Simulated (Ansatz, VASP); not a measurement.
Two plane-wave programs on TiH6

```
Ti H
1.0
     3.80329    0.00000    0.00000
    -1.90165    3.29375    0.00000
     0.00000    0.00000    2.69351
Ti H
1 6
Direct
  0.00000 0.00000 0.50000
  0.50000 0.00000 0.50000
  0.00000 0.50000 0.50000
  0.50000 0.50000 0.50000
  0.50000 0.00000 0.00000
  0.00000 0.50000 0.00000
  0.50000 0.50000 0.00000
```

Alike in both runs: task relaxation of cell and atoms; functional PBE; k mesh 12 × 12 × 14; occupations gaussian, width 0.1 eV; no spin polarisation.

|  | VASP | Ansatz |
| --- | --- | --- |
| version | VASP 6.6.1 | Ansatz 0.2.0 |
| potentials or method | VASP PAW PBE potentials, release 64 (Ti_sv, H), cutoff 500 eV | scalar-relativistic, plane waves, PAW |
| valence electrons in the cell | 18 | 18 |

VASP gave:

* gap on the k mesh at the Fermi level, each at its own relaxed structure (eV): none
* relaxed volume (Å³/atom): 4.79
* relaxed length of the cell vector where the two differ most in proportion (Å): 2.701

Q: Estimate Ansatz's values.

A: gap on the k mesh at the Fermi level, each at its own relaxed structure (eV): none; relaxed volume (Å³/atom): 4.80; relaxed length of the cell vector where the two differ most in proportion (Å): 2.706.

A gap of «none» marks a metal or a gap that the smearing closes.
